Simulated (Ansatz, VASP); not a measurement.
# SnSe in VASP and in Ansatz

```xyz
2
Lattice="0.0602 3.0401 3.0401 3.0401 0.0602 3.0401 3.0401 3.0401 0.0602" Properties=species:S:1:pos:R:3 pbc="T T T"
Sn    0.0000    0.0000    0.0000
Se    3.0702    3.0702    3.0702
```

Change from the starting cell: equal xy, yz and zx shear strains of +2 %, crystal datasets.

Alike in both runs: task electric field gradients; functional LDA; k mesh 9 × 9 × 9; occupations fermi-dirac, width 0.02 eV; no spin polarisation.

```csv
,VASP,Ansatz
version,VASP 6.6.1,Ansatz 0.2.0
potentials or method,"VASP PAW LDA potentials, release 64 (Sn_d, Se), cutoff 400 eV","all-electron PAW with datasets made for the crystal, scalar-relativistic"
```

Ansatz gave:

| Item | Value |
| --- | --- |
| pressure (GPa) | -3.3 |
| traceless stress, the component that is largest in VASP (GPa) | -0.42 |
| size of Vzz on the site where it differs most (V/Å²) | 1.4 |

Which values does VASP return?

Pressure (GPa): -3.2; traceless stress, the component that is largest in VASP (GPa): -0.42; size of Vzz on the site where it differs most (V/Å²): 0.5.

LDA's correlation is that of Perdew and Zunger in VASP and of Perdew and Wang (1992) in Ansatz. Ansatz ran all-electron here, and VASP with PAW potentials.
